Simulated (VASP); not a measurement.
**Ta2N: single point with LDA**

Ta2N:

```
Ta N
1.0
     5.19453    0.00000    0.00000
    -2.59726    4.49859    0.00000
     0.00000    0.00000    4.94830
Ta N
6 3
Direct
  0.63107 0.63107 0.75260
  0.00000 0.36893 0.75260
  0.36893 0.00000 0.75260
  0.36893 0.36893 0.24740
  0.00000 0.63107 0.24740
  0.63107 0.00000 0.24740
  0.66667 0.33333 0.50000
  0.33333 0.66667 0.50000
  0.00000 0.00000 0.00000
```

This cell differs from its parent crystal: c/a of the conventional cell at fixed volume 0.9526.

- Program: VASP 6.6.1
- Task: single point
- Functional: LDA
- Potentials or basis: VASP PAW LDA potentials, release 64 (Ta_pv, N)
- Cutoff: 520 eV
- k mesh: 9 × 9 × 8
- Occupations: gaussian, width 0.15 eV
- Spin: no spin polarisation
- Dipole correction: no
- Further INCAR settings: ALGO = Normal; EDIFF = 1e-06; NBANDS = 50

- Pressure: 11.1 GPa
- Largest force: 5.069 eV/Å

Forces on the atoms (eV/Å):
```
Ta   2.397  4.151  1.649
Ta   2.397 -4.151  1.649
Ta  -4.794  0.000  1.649
Ta  -2.397 -4.151 -1.649
Ta  -2.397  4.151 -1.649
Ta   4.794  0.000 -1.649
N    0.000  0.000  0.000
N    0.000  0.000  0.000
N    0.000  0.000  0.000
```

Stress tensor (GPa, compression positive):
```
12.93  0.00  0.00
 0.00 12.93  0.00
 0.00  0.00  7.48
```

Levels at points of the mesh, in eV from the Fermi level:
| k point | band 38 | band 39 | band 40 | band 41 | band 42 | band 43 | band 44 | band 45 |
| --- | --- | --- | --- | --- | --- | --- | --- | --- |
| (0.00, 0.00, 0.00) | -0.97 | -0.57 | -0.57 | -0.45 | -0.45 | -0.05 | 1.12 | 1.12 |
| (0.00, 0.00, 0.50) | -1.48 | -0.80 | -0.80 | -0.53 | 0.38 | 0.38 | 0.78 | 2.22 |

It took 13 min on 1 thread of Oxide Virtual Turin-like Processor, with other jobs on the host, peak memory 0.4 GiB.

Caveat: spin-orbit coupling is left out, which moves the levels of the heavy elements; forces of over 1 eV/Å act on the atoms, so gaps and moduli don't describe the material at rest.
